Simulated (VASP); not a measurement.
# ZnS (I-4m2) in VASP: a series of runs, part 2 of 3

VASP 6.6.1. Earlier steps stand in the parts before.

**3. Single point, LDA (in-plane strain -0.02, then relaxed in part)**

The input, INCAR:

```
ALGO = Normal
EDIFF = 1E-7
ENCUT = 520
ISIF = 2
ISMEAR = 0
LASPH = T
LCHARG = F
LREAL = F
LWAVE = F
NBANDS = 16
NELM = 60
PREC = Accurate
SIGMA = 0.01
```

The input, KPOINTS:

```
k-points
0
Gamma
  8 8 8
```

The input, POSCAR:

```
ZnS
1.0
    2.5954993342      2.5954993342      0.0000000000
   -2.5954993342      2.5954993342      0.0000000000
    0.0000000000      2.5954993342      2.7118298891
Zn S
1 1
Direct
    0.7500000000      0.2500000000      0.5000000000
    0.0000000000      0.0000000000      0.0000000000
```

Potentials or basis: VASP PAW LDA potentials, release 64 (Zn, S).

Started as:

```bash
> cat potpaw_LDA.64/Zn/POTCAR potpaw_LDA.64/S/POTCAR > POTCAR
> mpirun -np 1 vasp_std > vasp.out
```

OUTCAR:

```text
EDIFF = 1E-7
   ENCUT = 520
   ISIF = 2
   ISMEAR = 0
   LASPH = T
   LREAL = F
   NELM = 60
   PREC = Accurate

 ion  position               nearest neighbor table
   1  0.750  0.250  0.500-   2 2.28   2 2.28   2 2.28   2 2.28
   2  0.000  0.000  0.000-   1 2.28   1 2.28   1 2.28   1 2.28

  LATTYP: Found a body centered tetragonal cell.
 ALAT       =     3.6705903596
 C/A-ratio  =     1.4775987639

  Lattice vectors:

 A1 = (   2.5954993342,   0.0000000000,  -2.7118298891)
 A2 = (  -2.5954993342,   0.0000000000,  -2.7118298891)
 A3 = (   0.0000000000,   2.5954993342,   2.7118298891)

Analysis of symmetry for initial positions (statically):
=====================================================================
 Subroutine PRICEL returns:
 Original cell was already a primitive cell.

 Routine SETGRP: Setting up the symmetry group for a
 body centered tetragonal supercell.

 Subroutine GETGRP returns: Found  8 space group operations
 (whereof  8 operations were pure point group operations)
 out of a pool of 16 trial point group operations.

The static configuration has the point symmetry D_2d.

Analysis of symmetry for dynamics (positions and initial velocities):
=====================================================================
 Subroutine PRICEL returns:
 Original cell was already a primitive cell.

 Routine SETGRP: Setting up the symmetry group for a
 body centered tetragonal supercell.

 Subroutine GETGRP returns: Found  8 space group operations
 (whereof  8 operations were pure point group operations)
 out of a pool of 16 trial point group operations.

The dynamic configuration has the point symmetry D_2d.

 Subroutine INISYM returns: Found  8 space group operations
 (whereof  8 operations are pure point group operations),
 and found     1 'primitive' translations

----------------------------------------------------------------------------------------

                                     Primitive cell

  volume of cell :      36.5371

  direct lattice vectors                    reciprocal lattice vectors
     2.595499334  2.595499334  0.000000000     0.192641159  0.192641159 -0.184377347
    -2.595499334  2.595499334  0.000000000    -0.192641159  0.192641159 -0.184377347
     0.000000000  2.595499334  2.711829889     0.000000000  0.000000000  0.368754694

  length of vectors
     3.670590360  3.670590360  3.753749877     0.328962366  0.328962366  0.368754694

  position of ions in fractional coordinates (direct lattice)
     0.750000000  0.250000000  0.500000000
     0.000000000  0.000000000  0.000000000

  ion indices of the primitive-cell ions
   primitive index   ion index
                 1           1
                 2           2

----------------------------------------------------------------------------------------

 KPOINTS: k-points

Automatic generation of k-mesh.
 Grid dimensions read from file:
 generate k-points for:    8    8    8

 Generating k-lattice:

  Cartesian coordinates                     Fractional coordinates (reciprocal lattice)
     0.024080145  0.024080145 -0.023047168     0.125000000  0.000000000  0.000000000
    -0.024080145  0.024080145 -0.023047168     0.000000000  0.125000000  0.000000000
     0.000000000  0.000000000  0.046094337     0.000000000  0.000000000  0.125000000

  Length of vectors
     0.041120296  0.041120296  0.046094337

  Shift w.r.t. Gamma in fractional coordinates (k-lattice)
     0.000000000  0.000000000  0.000000000

 Subroutine IBZKPT returns following result:
 ===========================================

 Found     59 irreducible k-points:

 Following reciprocal coordinates:
            Coordinates               Weight
  0.000000  0.000000  0.000000      1.000000
  0.125000  0.000000  0.000000      8.000000
  0.250000  0.000000  0.000000      8.000000
  0.375000  0.000000  0.000000      8.000000
  0.500000  0.000000  0.000000      4.000000
  0.125000  0.125000  0.000000      8.000000
[... 16 lines left out ...]
  0.250000  0.000000  0.125000      4.000000
  0.375000  0.000000  0.125000      8.000000
 [... further k-points ...]
   k-points           NKPTS =     59   k-points in BZ     NKDIM =     59   number of bands    NBANDS=     16
   number of dos      NEDOS =    301   number of ions     NIONS =      2
   total plane-waves  NPLWV =  21952
   dimension x,y,z NGX =    28 NGY =   28 NGZ =   28
   dimension x,y,z NGXF=    56 NGYF=   56 NGZF=   56
   ions per type =               1   1
   NGX,Y,Z   is equivalent  to a cutoff of  12.68, 12.68, 12.40 a.u.
   NGXF,Y,Z  is equivalent  to a cutoff of  25.36, 25.36, 24.80 a.u.
 SYSTEM =  unknown system
   PREC   = accura    normal or accurate (medium, high low for compatibility)
   ISTART =      0    job   : 0-new  1-cont  2-samecut
   ICHARG =      2    charge: 1-file 2-atom 10-const
   ISPIN  =      1    spin polarized calculation?
   LNONCOLLINEAR =      F non collinear calculations
   LSORBIT =      F    spin-orbit coupling
   LASPH  =      T    aspherical Exc in radial PAW
   ENCUT  =  520.0 eV  38.22 Ry    6.18 a.u.   6.82  6.82  6.98*2*pi/ulx,y,z
   NELM   =     60;   NELMIN=  2; NELMDL= -5     # of ELM steps
   EDIFF  = 0.1E-06   stopping-criterion for ELM
   LREAL  =      F    real-space projection
   EDIFFG = 0.1E-05   stopping-criterion for IOM
   NSW    =      0    number of steps for IOM
   IBRION =     -1    ionic relax: 0-MD 1-quasi-New 2-CG
   NFREE  =      0    steps in history (QN), initial steepest desc. (CG)
   ISIF   =      2    stress and relaxation
   ISYM   =      2    0-nonsym 1-usesym 2-fastsym
   POTIM  = 0.5000    time-step for ionic-motion
   TEBEG  =    0.0;   TEEND  =   0.0 temperature during run
   PSTRESS=    0.0 pullay stress
   NELECT =      18.0000    total number of electrons
   NUPDOWN=      -1.0000    fix difference up-down
   EMIN   =  10.00;   EMAX   =-10.00  energy-range for DOS
   EFERMI =   0.00;   METHOD = LEGACY
   ISMEAR =     0;   SIGMA  =   0.01  broadening in eV -4-tet -1-fermi 0-gaus
   EFERMI_NEDOS =   21; number of points for ismear=-14 and -15
   IALGO  =     38    algorithm
   IMIX   =      4    mixing-type and parameters
     AMIX     =   0.40;   BMIX     =  1.00
     AMIX_MAG =   1.60;   BMIX_MAG =  1.00
  volume/ion in A,a.u.               =      18.27       123.28
  Fermi-wavevector in a.u.,A,eV,Ry     =   1.292967  2.443354 22.745739  1.671765
  Thomas-Fermi vector in A             =   2.424642
   LORBIT       =      0    0 simple, 1 ext, 2 COOP (PROOUT), +10 PAW based schemes
   GGA     = CA    functional components
   LHFCALC =     F    Hartree Fock is set to
   AEXX    =    0.0000 exact exchange contribution
   IVDW    =     0    specifies the selected vdW correction
   LEPSILON=     F    determine dielectric tensor
   LRPA    =     F    only Hartree local field effects (RPA)
 non-spin polarized calculation
 Gauss-broadening in eV      SIGMA  =   0.01
  energy-cutoff  :      520.00
  volume of cell :       36.54
 maximum number of plane-waves:      1008
   NGX = 13   NGY = 13   NGZ = 13

 number of electron      17.9999995 magnetization

 Free energy of the ion-electron system (eV)
  ---------------------------------------------------
  ext. energy  EPLUGINS =         0.00000000
  ---------------------------------------------------
  free energy    TOTEN  =        -8.19669225 eV

  energy without entropy =       -8.19669225  energy(sigma->0) =       -8.19669225

 E-fermi :   2.8206     XC(G=0): -10.3958

 val. band max:        2.7414761693   @ k =   0.0000   0.0000   0.0000
 cond. band min:       4.9132697763   @ k =   0.0000   0.0000   0.0000
 fundamental gap:      2.1717936070
 Fermi energy:         2.8206153483

 k-point     1 :       0.0000    0.0000    0.0000
  band No.  band energies     occupation
      1     -10.9881      2.00000
      2      -4.1684      2.00000
      3      -4.1390      2.00000
      4      -4.1390      2.00000
      5      -3.5889      2.00000
      6      -3.5681      2.00000
[... 8 lines left out ...]
     15      14.6800      0.00000
     16      14.9230      0.00000

 k-point     2 :       0.1250    0.0000    0.0000
  band No.  band energies     occupation
      1     -10.8521      2.00000
      2      -4.1617      2.00000
      3      -4.1284      2.00000
      4      -4.1139      2.00000
      5      -3.5892      2.00000
      6      -3.5722      2.00000
[... 8 lines left out ...]
     15      14.1594      0.00000
     16      15.4331      0.00000
[... 387 lines left out ...]
      5      -3.5922      2.00000
      6      -3.5653      2.00000
[... 8 lines left out ...]
     15      14.1085      0.00000
     16      16.3654      0.00000

 k-point    24 :       0.3750    0.0000    0.1250
  band No.  band energies     occupation
      1     -10.2463      2.00000
      2      -4.1008      2.00000
      3      -4.0300      2.00000
      4      -4.0229      2.00000
      5      -3.5973      2.00000
      6      -3.5296      2.00000
[... 8 lines left out ...]
     15      15.1924      0.00000
     16      15.8902      0.00000

 [... further k-points ...]
[... 5 lines left out ...]
  --------------------------------------------------------------------------------------
  -------------------------------------------------------------------------------------
  Total        0.5526899      0.5526899      0.0704405      0.0000000      0.0000000      0.0000000
  in kB       24.2358277     24.2358277      3.0888658      0.0000000      0.0000000      0.0000000
  external PRESSURE =      17.1868404 kB  Pullay stress =       0.0000000 kB

 VOLUME and BASIS-vectors are now :
 -----------------------------------------------------------------------------
  energy-cutoff  :      520.00
  volume of cell :       36.54
      direct lattice vectors                 reciprocal lattice vectors
     2.595499334  2.595499334  0.000000000     0.192641159  0.192641159 -0.184377347
    -2.595499334  2.595499334  0.000000000    -0.192641159  0.192641159 -0.184377347
     0.000000000  2.595499334  2.711829889     0.000000000  0.000000000  0.368754694

 POSITION                                       TOTAL-FORCE (eV/Angst)
 -----------------------------------------------------------------------------------
      1.29775      3.89325      1.35591        -0.000000     -0.000000      0.000000
      0.00000      0.00000      0.00000         0.000000      0.000000      0.000000
 -----------------------------------------------------------------------------------
    total drift:                                0.000001      0.000000     -0.000000

  FREE ENERGIE OF THE ION-ELECTRON SYSTEM (eV)
  ---------------------------------------------------
  free  energy   TOTEN  =        -8.1966922547 eV

  energy  without entropy=       -8.1966922547  energy(sigma->0) =       -8.19669225
```

OSZICAR:

```text
N       E                     dE             d eps       ncg     rms          rms(c)
DAV:   1     0.821577945498E+02    0.82158E+02   -0.86667E+03  1888   0.138E+03
DAV:   2    -0.350695263971E+01   -0.85665E+02   -0.79899E+02  2160   0.264E+02
DAV:   3    -0.859298051361E+01   -0.50860E+01   -0.50617E+01  2336   0.606E+01
DAV:   4    -0.864041293914E+01   -0.47432E-01   -0.47421E-01  2344   0.610E+00
DAV:   5    -0.864088670250E+01   -0.47376E-03   -0.47375E-03  2400   0.589E-01    0.791E+00
DAV:   6    -0.823508819847E+01    0.40580E+00   -0.76108E-01  2824   0.322E+01    0.606E+00
DAV:   7    -0.820362364461E+01    0.31465E-01   -0.24284E-01  2392   0.517E+00    0.286E+00
DAV:   8    -0.819725652474E+01    0.63671E-02   -0.59274E-03  2824   0.142E+00    0.637E-01
DAV:   9    -0.819668171282E+01    0.57481E-03   -0.13013E-03  2256   0.265E-01    0.772E-02
DAV:  10    -0.819669616585E+01   -0.14453E-04   -0.10700E-04  2408   0.983E-02    0.369E-02
DAV:  11    -0.819669212387E+01    0.40420E-05   -0.13979E-05  2880   0.770E-02    0.785E-03
DAV:  12    -0.819669224570E+01   -0.12183E-06   -0.14369E-06  2296   0.133E-02    0.400E-03
DAV:  13    -0.819669225470E+01   -0.89944E-08   -0.61113E-08  1664   0.401E-03
   1 F= -.81966923E+01 E0= -.81966923E+01  d E =-.139077E-31
```

stdout:

```text
POSCAR found type information on POSCAR ZnS
 POSCAR found :  2 types and       2 ions
 scaLAPACK will be used
 LDA part: xc-table for (Slater(with rela. corr.)+CA(PZ))
 , standard interpolation
 POSCAR, INCAR and KPOINTS ok, starting setup
 FFT: planning ... GRIDC
 FFT: planning ... GRID_SOFT
 FFT: planning ... GRID
 WAVECAR not read
 entering main loop
```

It took 40 s on 1 thread of Intel Xeon Platinum 8175M at 2.50GHz (Skylake/Cascade Lake), shared host; peak memory 0.15 GiB.

What came out:

- Free energy: -8.1967 eV
- Pressure: 1.7 GPa
- Band gap on the k mesh: 2.17 eV, direct

Levels at points of the mesh, in eV from the valence-band top:
| k point | band 7 | band 8 | band 9 | band 10 | band 11 | band 12 |
| --- | --- | --- | --- | --- | --- | --- |
| (0.00, 0.00, 0.00) | -0.18 | 0.00 | 0.00 | 2.17 | 6.14 | 6.15 |
| (0.50, 0.00, 0.00) | -5.93 | -1.19 | -0.91 | 3.17 | 6.53 | 6.90 |
| (0.50, 0.50, 0.00) | -4.94 | -2.72 | -2.62 | 2.88 | 3.68 | 11.39 |
| (0.00, 0.00, 0.50) | -5.21 | -2.42 | -2.42 | 3.14 | 4.11 | 10.88 |

Caveat: the cell differs from its parent crystal (in-plane strain -0.02, then relaxed in part).

**4. Single point, LDA (in-plane strain -0.01, then relaxed in part)**

The input, INCAR:

```
SYSTEM = ZnS
PREC = Accurate
ENCUT = 520
EDIFF = 1E-6
ISMEAR = 0
SIGMA = 0.01
LREAL = .False.
LASPH = .True.
NELM = 60
ALGO = Normal
ISIF = 2
LWAVE = .False.
LCHARG = .False.
NBANDS = 16
```

The input, KPOINTS:

```
Automatic mesh
0
Gamma
  8 8 8
  0 0 0
```

The input, POSCAR:

```
ZnS
1.0
    2.6219840213      2.6219840213      0.0000000000
   -2.6219840213      2.6219840213      0.0000000000
    0.0000000000      2.6219840213      2.6803039063
Zn S
1 1
Direct
    0.7500000000      0.2500000000      0.5000000000
    0.0000000000      0.0000000000      0.0000000000
```

Started as:

```bash
> cat potpaw_LDA.64/Zn/POTCAR potpaw_LDA.64/S/POTCAR > POTCAR
> mpirun -np 1 vasp_std > vasp.out
```

Wall time 38 s (1 thread of Intel Xeon Platinum 8175M at 2.50GHz (Skylake/Cascade Lake), shared host); peak memory 0.16 GiB.

It converged, with:

* Free energy: -8.2046 eV
* Pressure: 0.9 GPa
* Band gap on the k mesh: 2.17 eV, direct

Stress tensor (GPa, compression positive):
```
1.28 0.00 0.00
0.00 1.28 0.00
0.00 0.00 0.25
```

Levels at points of the mesh, in eV from the valence-band top:
```
           k point  band 6  band 7  band 8  band 9  band 10  band 11  band 12  band 13
(0.00, 0.00, 0.00)   -6.25   -0.09    0.00    0.00     2.17     6.17     6.18     6.18
(0.50, 0.00, 0.00)   -6.04   -5.85   -1.07   -0.94     3.21     6.63     6.83     8.85
(0.50, 0.50, 0.00)   -6.00   -4.92   -2.60   -2.55     2.97     3.78    11.28    12.09
(0.00, 0.00, 0.50)   -6.04   -5.06   -2.45   -2.45     3.10     4.00    11.02    12.25
```

Caveat: the cell differs from its parent crystal (in-plane strain -0.01, then relaxed in part).

[end of part 2 of 3]
